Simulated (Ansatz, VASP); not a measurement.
## Sc3Cu2: VASP beside Ansatz

```
Sc Cu
1.0
     4.90382    0.00000    0.00000
     0.00000    4.90382    0.00000
     0.00000    0.00000    4.90382
Sc Cu
3 2
Direct
  0.50000 0.00000 0.00000
  0.00000 0.50000 0.00000
  0.00000 0.00000 0.50000
  0.50000 0.50000 0.50000
  0.00000 0.00000 0.00000
```

Alike in both runs: functional PBE; k mesh 4 × 4 × 4; occupations gaussian, width 0.1 eV; no spin polarisation.

Ansatz relaxed the structure, and its values are those at the end. VASP's run is a single point on that final structure, the one shown.

|  | VASP | Ansatz |
| --- | --- | --- |
| version | VASP 6.6.1 | Ansatz 0.2.0 |
| potentials or method | VASP PAW PBE potentials, release 64 (Sc_sv, Cu), cutoff 520 eV | scalar-relativistic, plane waves, PAW |
| valence electrons in the cell | 55 | 71 |

|  | VASP | Ansatz | Ansatz less VASP |
| --- | --- | --- | --- |
| gap on the k mesh at the Fermi level (eV) | none | none | - |
| pressure (GPa) | 0.2 | 0.0 | -0.15 |

A gap of «none» marks a metal or a gap that the smearing closes. The functional is the same, so the differences come from potentials, cutoffs and numerics. VASP's potentials hold 55 valence electrons a cell and Ansatz's 71, so a difference there can come from the potentials and not from the codes.
